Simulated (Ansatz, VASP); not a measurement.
**Two plane-wave programs on SiMo3**

```
CELL_PARAMETERS angstrom
4.86159 0.00000 0.00000
0.00000 4.86159 0.00000
0.00000 0.00000 4.86159
ATOMIC_POSITIONS crystal
Si 0.00000 0.00000 0.00000
Si 0.50000 0.50000 0.50000
Mo 0.25000 0.00000 0.50000
Mo 0.50000 0.75000 0.00000
Mo 0.75000 0.00000 0.50000
Mo 0.50000 0.25000 0.00000
Mo 0.00000 0.50000 0.75000
Mo 0.00000 0.50000 0.25000
```

Alike in both runs: functional PBEsol; k mesh 8 × 8 × 8; occupations gaussian, width 0.1 eV; no spin polarisation.

Ansatz relaxed the structure, and its values are those at the end. VASP's run is a single point on that final structure, the one shown.

```csv
,VASP,Ansatz
version,VASP 6.6.1,Ansatz 0.2.0
potentials or method,"VASP PAW PBE potentials, release 64 (Si, Mo_sv), cutoff 520 eV","scalar-relativistic, plane waves, PAW"
valence electrons in the cell,92,92
```

|  | VASP | Ansatz | Ansatz less VASP |
| --- | --- | --- | --- |
| gap on the k mesh at the Fermi level (eV) | none | none | - |
| pressure (GPa) | 0.6 | 0.0 | -0.62 |

VASP's potentials were made for PBE, not for PBEsol. A gap of «none» marks a metal or a gap that the smearing closes. With one functional, cell and mesh, what is left measures potentials, basis and numerics.
